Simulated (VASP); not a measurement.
# Rb2Pt (P-3m1) in VASP: further runs

The runs below take Rb2Pt through single point, with PBE.

Everything below comes from runs of VASP 6.6.1. Logs are shortened: lines on timing, memory, paths and dates and some standing lists are left out, and cuts for length are marked.

## (1) The cell of the first run

It takes space group P-3m1 (No. 164, trigonal). The conventional cell has a = 5.217 Å, b = 5.217 Å, c = 5.961 Å, α = 90.00°, β = 90.00°, γ = 120.00°. Within 4.4 Å of Rb (site symmetry 3m) lie 3 Pt at 3.31 Å and 6 Rb at 4.09 to 4.39 Å. Pt (site symmetry -3m) has 6 Rb at 3.31 Å within 4.4 Å.

## (2) Single point, PBE

INCAR

```
SYSTEM = Rb2Pt
  ALGO = Normal
  EDIFF = 1E-6
  ENCUT = 520
  GGA = PE
  ISIF = 2
  ISMEAR = 0
  LASPH = .True.
  LCHARG = .True.
  LELF = .True.
  LREAL = .False.
  LVHAR = .True.
  LWAVE = .False.
  NBANDS = 37
  NELM = 100
  PREC = Accurate
  SIGMA = 0.1
```

KPOINTS

```
k-points
0
Gamma
  3 3 1
  0 0 0
```

POSCAR

```
Rb2Pt
1.0
    5.2171907071      0.0000000000      0.0000000000
   -2.6085953535      4.5182196887      0.0000000000
    0.0000000000      0.0000000000     11.9217769056
Rb Pt
4 2
Direct
    0.6666666667      0.3333333333      0.3839688212
    0.6666666667      0.3333333333      0.8839688212
    0.3333333333      0.6666666667      0.1160311788
    0.3333333333      0.6666666667      0.6160311788
    0.0000000000      0.0000000000      0.0000000000
    0.0000000000      0.0000000000      0.5000000000
```

Potentials or basis: VASP PAW PBE potentials, release 64 (Rb_sv, Pt).

Command:

```sh
$ cat potpaw_PBE.64/Rb_sv/POTCAR potpaw_PBE.64/Pt/POTCAR > POTCAR
$ mpirun -np 1 vasp_std > vasp.out
```

OUTCAR:

```text
SYSTEM = Rb2Pt
   EDIFF = 1E-6
   ENCUT = 520
   GGA = PE
   ISIF = 2
   ISMEAR = 0
   LASPH = .True.
   LREAL = .False.
   NELM = 100
   PREC = Accurate

 ion  position               nearest neighbor table
   1  0.667  0.333  0.384-   6 3.31   6 3.31   6 3.31   4 4.09   4 4.09   4 4.09   3 4.39   3 4.39
                             3 4.39
   2  0.667  0.333  0.884-   5 3.31   5 3.31   5 3.31   3 4.09   3 4.09   3 4.09   4 4.39   4 4.39
                             4 4.39
   3  0.333  0.667  0.116-   5 3.31   5 3.31   5 3.31   2 4.09   2 4.09   2 4.09   1 4.39   1 4.39
                             1 4.39
   4  0.333  0.667  0.616-   6 3.31   6 3.31   6 3.31   1 4.09   1 4.09   1 4.09   2 4.39   2 4.39
                             2 4.39
   5  0.000  0.000  0.000-   2 3.31   3 3.31   3 3.31   2 3.31   2 3.31   3 3.31
   6  0.000  0.000  0.500-   1 3.31   4 3.31   4 3.31   1 3.31   1 3.31   4 3.31

  LATTYP: Found a hexagonal cell.
 ALAT       =     5.2171907071
 C/A-ratio  =     2.2850950971

  Lattice vectors:

 A1 = (   5.2171907071,   0.0000000000,   0.0000000000)
 A2 = (  -2.6085953535,   4.5182196887,   0.0000000000)
 A3 = (   0.0000000000,   0.0000000000,  11.9217769056)

Analysis of symmetry for initial positions (statically):
=====================================================================
 Subroutine PRICEL returns following result:

  LATTYP: Found a hexagonal cell.
 ALAT       =     5.2171907071
 C/A-ratio  =     1.1425475486

  Lattice vectors:

 A1 = (   5.2171907071,   0.0000000000,   0.0000000000)
 A2 = (  -2.6085953535,   4.5182196887,   0.0000000000)
 A3 = (   0.0000000000,   0.0000000000,   5.9608884528)

   2 primitive cells build up your supercell.

 Routine SETGRP: Setting up the symmetry group for a
 hexagonal supercell.

 Subroutine GETGRP returns: Found 12 space group operations
 (whereof 12 operations were pure point group operations)
 out of a pool of 24 trial point group operations.

The static configuration has the point symmetry D_3d.

Analysis of symmetry for dynamics (positions and initial velocities):
=====================================================================
 Subroutine PRICEL returns following result:

  LATTYP: Found a hexagonal cell.
 ALAT       =     5.2171907071
 C/A-ratio  =     1.1425475486

  Lattice vectors:

 A1 = (   5.2171907071,   0.0000000000,   0.0000000000)
 A2 = (  -2.6085953535,   4.5182196887,   0.0000000000)
 A3 = (   0.0000000000,   0.0000000000,   5.9608884528)

   2 primitive cells build up your supercell.

 Routine SETGRP: Setting up the symmetry group for a
 hexagonal supercell.

 Subroutine GETGRP returns: Found 12 space group operations
 (whereof 12 operations were pure point group operations)
 out of a pool of 24 trial point group operations.

The dynamic configuration has the point symmetry D_3d.

 Subroutine INISYM returns: Found 12 space group operations
 (whereof 12 operations are pure point group operations),
 and found     2 'primitive' translations

----------------------------------------------------------------------------------------

                                     Primitive cell

  volume of cell :     140.5125

  direct lattice vectors                    reciprocal lattice vectors
     5.217190707  0.000000000  0.000000000     0.191674036  0.110663056  0.000000000
    -2.608595354  4.518219689  0.000000000     0.000000000  0.221326113  0.000000000
     0.000000000  0.000000000  5.960888453     0.000000000  0.000000000  0.167760227

  length of vectors
     5.217190707  5.217190707  5.960888453     0.221326113  0.221326113  0.167760227

  position of ions in fractional coordinates (direct lattice)
     0.666666667  0.333333333  0.767937642
     0.333333333  0.666666667  0.232062358
     0.000000000  0.000000000  0.000000000

  ion indices of the primitive-cell ions
   primitive index   ion index
                 1           1
                 2           4
                 3           6

----------------------------------------------------------------------------------------

 KPOINTS: k-points

Automatic generation of k-mesh.
 Grid dimensions read from file:
 generate k-points for:    3    3    1

 Generating k-lattice:

  Cartesian coordinates                     Fractional coordinates (reciprocal lattice)
     0.063891345  0.036887685  0.000000000     0.333333333  0.000000000  0.000000000
     0.000000000  0.073775371  0.000000000     0.000000000  0.333333333  0.000000000
     0.000000000  0.000000000  0.083880114     0.000000000  0.000000000  1.000000000

  Length of vectors
     0.073775371  0.073775371  0.083880114

  Shift w.r.t. Gamma in fractional coordinates (k-lattice)
     0.000000000  0.000000000  0.000000000

 Subroutine IBZKPT returns following result:
 ===========================================

 Found      3 irreducible k-points:

 Following reciprocal coordinates:
            Coordinates               Weight
  0.000000  0.000000  0.000000      1.000000
  0.333333  0.000000  0.000000      6.000000
  0.333333  0.333333  0.000000      2.000000
   k-points           NKPTS =      3   k-points in BZ     NKDIM =      3   number of bands    NBANDS=     37
   number of dos      NEDOS =    301   number of ions     NIONS =      6
   total plane-waves  NPLWV = 144000
   dimension x,y,z NGX =    40 NGY =   40 NGZ =   90
   dimension x,y,z NGXF=    80 NGYF=   80 NGZF=  180
   ions per type =               4   2
   NGX,Y,Z   is equivalent  to a cutoff of  12.75, 12.75, 12.55 a.u.
   NGXF,Y,Z  is equivalent  to a cutoff of  25.49, 25.49, 25.10 a.u.
 SYSTEM =  Rb2Pt
   PREC   = accura    normal or accurate (medium, high low for compatibility)
   ISTART =      0    job   : 0-new  1-cont  2-samecut
   ICHARG =      2    charge: 1-file 2-atom 10-const
   ISPIN  =      1    spin polarized calculation?
   LNONCOLLINEAR =      F non collinear calculations
   LSORBIT =      F    spin-orbit coupling
   LASPH  =      T    aspherical Exc in radial PAW
   ENCUT  =  520.0 eV  38.22 Ry    6.18 a.u.   9.70  9.70 22.17*2*pi/ulx,y,z
   NELM   =    100;   NELMIN=  2; NELMDL= -5     # of ELM steps
   EDIFF  = 0.1E-05   stopping-criterion for ELM
   LREAL  =      F    real-space projection
   EDIFFG = 0.1E-04   stopping-criterion for IOM
   NSW    =      0    number of steps for IOM
   IBRION =     -1    ionic relax: 0-MD 1-quasi-New 2-CG
   NFREE  =      0    steps in history (QN), initial steepest desc. (CG)
   ISIF   =      2    stress and relaxation
   ISYM   =      2    0-nonsym 1-usesym 2-fastsym
   POTIM  = 0.5000    time-step for ionic-motion
   TEBEG  =    0.0;   TEEND  =   0.0 temperature during run
   PSTRESS=    0.0 pullay stress
   NELECT =      56.0000    total number of electrons
   NUPDOWN=      -1.0000    fix difference up-down
   EMIN   =  10.00;   EMAX   =-10.00  energy-range for DOS
   EFERMI =   0.00;   METHOD = LEGACY
   ISMEAR =     0;   SIGMA  =   0.10  broadening in eV -4-tet -1-fermi 0-gaus
   EFERMI_NEDOS =   21; number of points for ismear=-14 and -15
   IALGO  =     38    algorithm
   IMIX   =      4    mixing-type and parameters
     AMIX     =   0.40;   BMIX     =  1.00
     AMIX_MAG =   1.60;   BMIX_MAG =  1.00
  volume/ion in A,a.u.               =      46.84       316.08
  Fermi-wavevector in a.u.,A,eV,Ry     =   0.956216  1.806985 12.440464  0.914348
  Thomas-Fermi vector in A             =   2.085124
   LORBIT       =      0    0 simple, 1 ext, 2 COOP (PROOUT), +10 PAW based schemes
   GGA     = PE    functional components
   LHFCALC =     F    Hartree Fock is set to
   AEXX    =    0.0000 exact exchange contribution
   IVDW    =     0    specifies the selected vdW correction
   LEPSILON=     F    determine dielectric tensor
   LRPA    =     F    only Hartree local field effects (RPA)
 non-spin polarized calculation
 Gauss-broadening in eV      SIGMA  =   0.10
  energy-cutoff  :      520.00
  volume of cell :      281.03
 maximum number of plane-waves:      7593
 NGX is ok and might be reduce to    40

 number of electron      56.0000007 magnetization

 Free energy of the ion-electron system (eV)
  ---------------------------------------------------
  ext. energy  EPLUGINS =         0.00000000
  ---------------------------------------------------
  free energy    TOTEN  =       -15.04588779 eV

  energy without entropy =      -15.04588386  energy(sigma->0) =      -15.04588583

 E-fermi :   0.6918     XC(G=0):  -6.9597

 val. band max:        0.3713098374   @ k =   0.3333   0.0000   0.0000
 cond. band min:       0.9769512695   @ k =   0.0000   0.0000   0.0000
 fundamental gap:      0.6056414321
 Fermi energy:         0.6918194094

 k-point     1 :       0.0000    0.0000    0.0000
  band No.  band energies     occupation
      1     -26.6243      2.00000
      2     -26.6105      2.00000
      3     -26.5931      2.00000
      4     -26.5793      2.00000
      5     -11.0050      2.00000
      6     -10.8822      2.00000
[... 29 lines left out ...]
     36       5.4704      0.00000
     37       5.6907      0.00000

 k-point     2 :       0.3333    0.0000    0.0000
  band No.  band energies     occupation
      1     -26.6131      2.00000
      2     -26.6050      2.00000
      3     -26.5956      2.00000
      4     -26.5877      2.00000
      5     -10.9415      2.00000
      6     -10.9283      2.00000
[... 29 lines left out ...]
     36       4.5808      0.00000
     37       5.0468      0.00000

 k-point     3 :       0.3333    0.3333    0.0000
  band No.  band energies     occupation
      1     -26.5997      2.00000
      2     -26.5997      2.00000
      3     -26.5996      2.00000
      4     -26.5996      2.00000
      5     -10.9394      2.00000
      6     -10.9394      2.00000
[... 29 lines left out ...]
     36       4.3182      0.00000
     37       4.9019      0.00000

------------------------ aborting loop because EDIFF is reached ----------------------------------------

  FORCE on cell =-STRESS in cart. coord.  units (eV):
  Direction    XX          YY          ZZ          XY          YZ          ZX
  --------------------------------------------------------------------------------------
  -------------------------------------------------------------------------------------
  Total       -0.0042740     -0.0042740      0.3934179     -0.0000000      0.0000000     -0.0000000
  in kB       -0.0243671     -0.0243671      2.2429503     -0.0000000      0.0000000     -0.0000000
  external PRESSURE =       0.7314053 kB  Pullay stress =       0.0000000 kB

 VOLUME and BASIS-vectors are now :
 -----------------------------------------------------------------------------
  energy-cutoff  :      520.00
  volume of cell :      281.03
      direct lattice vectors                 reciprocal lattice vectors
     5.217190707  0.000000000  0.000000000     0.191674036  0.110663056  0.000000000
    -2.608595354  4.518219689  0.000000000     0.000000000  0.221326113  0.000000000
     0.000000000  0.000000000 11.921776906     0.000000000  0.000000000  0.083880114

 POSITION                                       TOTAL-FORCE (eV/Angst)
 -----------------------------------------------------------------------------------
      2.60860      1.50607      4.57759         0.000000      0.000000     -0.009168
      2.60860      1.50607     10.53848        -0.000000      0.000000     -0.009168
     -0.00000      3.01215      1.38330         0.000000     -0.000000      0.009168
     -0.00000      3.01215      7.34419        -0.000000     -0.000000      0.009168
      0.00000      0.00000      0.00000         0.000000     -0.000000      0.000000
      0.00000      0.00000      5.96089         0.000000     -0.000000      0.000000
 -----------------------------------------------------------------------------------
    total drift:                                0.000000     -0.000000      0.000000

  FREE ENERGIE OF THE ION-ELECTRON SYSTEM (eV)
  ---------------------------------------------------
  free  energy   TOTEN  =       -15.0458877908 eV

  energy  without entropy=      -15.0458838595  energy(sigma->0) =      -15.04588583
```

Wall time 1.7 min (1 thread of Intel Xeon 8259CL, shared host); peak memory 0.36 GiB.

What came out:

```yaml
Free_energy: -15.0459 eV
Pressure: 0.1 GPa
Largest_force: 0.009 eV/Å
Band_gap_on_the_k_mesh: 0.61 eV
```

Forces on the atoms (eV/Å):
```
Rb   0.000  0.000 -0.009
Rb   0.000  0.000 -0.009
Rb   0.000  0.000  0.009
Rb   0.000  0.000  0.009
Pt   0.000  0.000  0.000
Pt   0.000  0.000  0.000
```

Stress tensor (GPa, compression positive):
```
0.00 0.00 0.00
0.00 0.00 0.00
0.00 0.00 0.22
```

Caveat: the k points lie up to 0.53 Å⁻¹ apart; spin-orbit coupling is left out, which moves the levels of the heavy elements.

## (3) Single point, PBE

This run uses another cell than the first one: it holds 3 atoms, not 6.

INCAR

```
SYSTEM = Rb2Pt
PREC = Accurate ; ENCUT = 520
EDIFF = 1E-6 ; ISMEAR = 0
SIGMA = 0.1 ; LREAL = .FALSE.
LASPH = .TRUE. ; NELM = 60
ALGO = Normal ; ISIF = 2
LWAVE = .FALSE. ; LCHARG = .FALSE.
GGA = PE ; NBANDS = 21
```

KPOINTS

```
regular mesh
0
G
  6 6 2
  0 0 0
```

POSCAR

```
Rb2Pt
1.0
    4.7367731000      0.0000000000      0.0000000000
   -2.3683865500      4.1021658400      0.0000000000
    0.0000000000      0.0000000000      9.9038595200
Rb Pt
2 1
Direct
    0.6666666700      0.3333333300      0.7117676800
    0.3333333300      0.6666666700      0.2882323200
    0.0000000000      0.0000000000      0.0000000000
```

Potentials or basis: VASP PAW PBE potentials, release 64 (Rb_sv, Pt).

Command:

```sh
$ cat potpaw_PBE.64/Rb_sv/POTCAR potpaw_PBE.64/Pt/POTCAR > POTCAR
$ mpirun -np 1 vasp_std > vasp.out
```

It took 1.7 min on 1 thread of Intel Xeon 8259CL, shared host; peak memory 0.32 GiB.

It converged, with:

```yaml
Free_energy: -5.7591 eV
Pressure: -1.8 GPa
Largest_force: 0.907 eV/Å
Band_gap_on_the_k_mesh: zero (bands 14 and 15 overlap by 0.41 eV)
```

Forces on the atoms (eV/Å):
```
Rb   0.000  0.000  0.907
Rb   0.000  0.000 -0.907
Pt   0.000  0.000  0.000
```

Stress tensor (GPa, compression positive):
```
-0.83  0.00  0.00
 0.00 -0.83  0.00
 0.00  0.00 -3.60
```

Levels at points of the mesh, in eV from the Fermi level:
```csv
k point,band 12,band 13,band 14,band 15,band 16,band 17
"(0.00, 0.00, 0.00)",-0.35,-0.30,-0.30,-0.25,0.25,3.52
"(0.50, 0.00, 0.00)",-0.34,-0.11,0.11,0.83,1.07,2.30
"(0.00, 0.00, 0.50)",-0.35,-0.35,-0.30,-0.30,1.59,2.13
"(0.50, 0.00, 0.50)",-0.34,-0.11,0.10,0.89,1.17,1.84
```

Caveat: spin-orbit coupling is left out, which moves the levels of the heavy elements.
